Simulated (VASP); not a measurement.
Crystal: SrCr.

```
CELL_PARAMETERS angstrom
3.28292 0.00000 0.00000
0.00000 3.28292 0.00000
0.00000 0.00000 4.30297
ATOMIC_POSITIONS crystal
Sr 0.50000 0.50000 0.50000
Cr 0.00000 0.00000 0.00000
```

* Program: VASP 6.6.1
* Task: relaxation of cell and atoms
* Functional: PBE
* Potentials or basis: VASP PAW PBE potentials, release 64 (Sr_sv, Cr_pv)
* Cutoff: 600 eV
* k mesh: 6 × 6 × 4
* Occupations: gaussian, width 0.1 eV
* Spin: collinear spin, ferromagnetic start
* Starting moments: [0.0, 4.1] μB

At the start: pressure 11.1 GPa; volume 23.19 Å³/atom.

Problem. How do energy, volume and symmetry change on relaxing?

Solution. Over 11 steps the energy falls by 323.7 meV/atom and the volume is 32.53 Å³/atom (+40.3 %); space group P4/mmm (No. 123, to 0.1 Å) before, Pm-3m (No. 221, to 0.1 Å); moment 4.97 μB per cell.

Step by step:
| step | energy change (eV) | largest force (eV/Å) | pressure (GPa) | volume (Å³) |
| --- | --- | --- | --- | --- |
| 1 | 0.0000 | 0.0000 | 11.13 | 46.38 |
| 2 | -0.4552 | 0.0000 | 2.80 | 58.05 |
| 3 | -0.5206 | 0.0000 | 0.19 | 64.52 |
| 4 | -0.5218 | 0.0000 | -0.14 | 65.59 |
| 5 | -0.5519 | 0.0000 | -0.33 | 65.80 |
| 6 | -0.6245 | 0.0000 | -0.38 | 66.08 |
| 7 | -0.5506 | 0.0000 | 0.19 | 64.96 |
| 8 | -0.6444 | 0.0000 | -0.29 | 66.01 |
| 9 | -0.6467 | 0.0000 | -0.25 | 65.91 |
| 10 | -0.6468 | 0.0000 | -0.20 | 65.95 |
| 11 | -0.6474 | 0.0000 | 0.06 | 65.06 |

Final structure:
```
Sr Cr
1.0
     4.00265    0.00000    0.00000
     0.00000    4.00265    0.00000
     0.00000    0.00000    4.06095
Sr Cr
1 1
Direct
  0.50000 0.50000 0.50000
  0.00000 0.00000 0.00000
```

Caveat: the k points lie up to 0.39 Å⁻¹ apart in the final cell; the volume moved by over 15 % at a fixed basis, so the end points are rough.
